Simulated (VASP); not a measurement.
# SrTiO: single point with PBE

Crystal: SrTiO.

```xyz
3
Lattice="3.3789 0.0000 0.0000 0.0000 3.3789 0.0000 0.0000 0.0000 7.8822" Properties=species:S:1:pos:R:3 pbc="T T T"
Sr    1.6895    1.6895    0.0000
Ti    1.6895    1.6895    3.9411
O     0.0000    0.0000    0.0000
```

The cell was built from a structure type or drawn by symmetry, and may not be a known phase.

* Program: VASP 6.6.1
* Task: single point
* Functional: PBE
* Potentials or basis: VASP PAW PBE potentials, release 64 (Sr_sv, Ti_sv, O)
* Cutoff: 520 eV
* k mesh: 14 × 14 × 6
* Occupations: gaussian, width 0.1 eV
* Spin: collinear spin
* Starting moments: [0.0, 2.41, 0.0] μB

```
Pressure                                              : 0.3 GPa
Net moment                                            : 2.87 μB per cell
Site moments                                          : Sr +0.01; Ti +1.90; O -0.00 μB
Valence electrons inside the program's atomic spheres : Sr 8.14; Ti 10.06; O 4.98
```

Stress tensor (GPa, compression positive):
```
0.48 0.00 0.00
0.00 0.48 0.00
0.00 0.00 0.00
```

Levels at points of the mesh, in eV from the Fermi level:
Spin up:
| k point | band 13 | band 14 | band 15 | band 16 | band 17 | band 18 |
| --- | --- | --- | --- | --- | --- | --- |
| (0.00, 0.00, 0.00) | -0.70 | -0.05 | -0.05 | 0.78 | 0.78 | 1.14 |
| (0.50, 0.00, 0.00) | -1.42 | -0.29 | -0.27 | 0.10 | 0.57 | 0.88 |
| (0.50, 0.50, 0.00) | -0.14 | -0.07 | -0.07 | 0.06 | 1.27 | 2.84 |
| (0.00, 0.00, 0.50) | -0.27 | -0.18 | -0.05 | -0.05 | 0.78 | 0.78 |
| (0.50, 0.00, 0.50) | -1.42 | -0.52 | -0.15 | 0.38 | 0.57 | 0.88 |
| (0.50, 0.50, 0.50) | -0.20 | 0.02 | 0.02 | 0.16 | 1.27 | 2.57 |
Spin down:
| k point | band 10 | band 11 | band 12 | band 13 | band 14 | band 15 | band 16 | band 17 |
| --- | --- | --- | --- | --- | --- | --- | --- | --- |
| (0.00, 0.00, 0.00) | -2.43 | -1.19 | -0.06 | -0.06 | 0.88 | 1.10 | 2.07 | 2.38 |
| (0.50, 0.00, 0.00) | -2.25 | -1.61 | -1.50 | 0.15 | 1.07 | 1.10 | 1.74 | 1.96 |
| (0.50, 0.50, 0.00) | -0.66 | -0.08 | -0.08 | 0.20 | 1.37 | 1.37 | 2.19 | 3.37 |
| (0.00, 0.00, 0.50) | -2.47 | -0.79 | -0.06 | -0.06 | 0.57 | 0.88 | 1.68 | 2.39 |
| (0.50, 0.00, 0.50) | -2.24 | -1.61 | -1.51 | 0.21 | 0.91 | 1.33 | 1.96 | 1.97 |
| (0.50, 0.50, 0.50) | -0.70 | -0.09 | -0.09 | 0.25 | 1.44 | 1.44 | 2.37 | 3.37 |

Wall time 15 min on 1 thread of Oxide Virtual Turin-like Processor (shared host), peak memory 0.59 GiB.
